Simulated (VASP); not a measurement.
Input of a VASP 6.6.1 run:

Contents of INCAR:

```
SYSTEM = Sc
PREC = Accurate
ENCUT = 520
EDIFF = 1E-7
ISMEAR = -1
SIGMA = 0.05
LREAL = .False.
LASPH = .True.
NELM = 100
ALGO = Normal
ISIF = 2
LWAVE = .False.
LCHARG = .False.
GGA = PS
NBANDS = 18
```

KPOINTS

```
regular mesh
0
Gamma
  9 9 5
  0 0 0
```

POSCAR

```
Sc
1.0
    3.2642783016      0.0000000000      0.0000000000
   -1.6321391508      2.8269479342      0.0000000000
    0.0000000000      0.0000000000      5.2020304526
Sc
2
Direct
    0.6666666667      0.3333333333      0.7500000000
    0.3333333333      0.6666666667      0.2500000000
```

Potentials or basis: VASP PAW PBE potentials, release 64 (Sc_sv).

Launch:

```bash
$ cat potpaw_PBE.64/Sc_sv/POTCAR > POTCAR
$ mpirun -np 1 vasp_std > vasp.out
```

Estimate the pressure.

-0.7 GPa.

Predict the band gap on the k mesh.

zero (band 11 reaches 4.42 eV, above the bottom of band 12 at 3.22 eV).

Stress tensor (GPa, compression positive):
```
-0.13  0.00  0.00
 0.00 -0.13  0.00
 0.00  0.00 -1.89
```

Caveat: the PAW data sets were made with another functional, which shifts forces and pressure a little.
